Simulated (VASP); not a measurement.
Here is a VASP 6.6.1 calculation.

INCAR

```
ALGO = Normal ; EDIFF = 1E-6
ENCUT = 520 ; ISIF = 2
ISMEAR = -1 ; LASPH = True
LCHARG = False ; LREAL = False
LWAVE = False ; NBANDS = 19
NELM = 60 ; PREC = Accurate
SIGMA = 0.05
```

File KPOINTS:

```
k-points
0
Gamma
  10 10 10
```

File POSCAR:

```
TiO2
1.0
    1.4667648451      0.8468370781      6.8390239066
   -1.4667648451      0.8468370781      6.8390239066
    0.0000000000     -1.6936741564      6.8390239066
Ti O
1 2
Direct
    0.0000000000      0.0000000000      0.0000000000
    0.3795330000      0.3795330000      0.3795330000
    0.6204670000      0.6204670000      0.6204670000
```

Potentials or basis: VASP PAW LDA potentials, release 64 (Ti_sv, O).

Launch:

```bash
$ cat potpaw_LDA.64/Ti_sv/POTCAR potpaw_LDA.64/O/POTCAR > POTCAR
$ mpirun -np 1 vasp_std > vasp.out
```

What does it give for the band gap on the k mesh?

2.79 eV, indirect (least direct gap 2.94 eV).

Estimate the largest force.

0.179 eV/Å.

Estimate the pressure.

1.3 GPa.

Stress tensor (GPa, compression positive):
```
1.46 0.00 0.00
0.00 1.46 0.00
0.00 0.00 0.89
```

 A k mesh can miss the band edges.
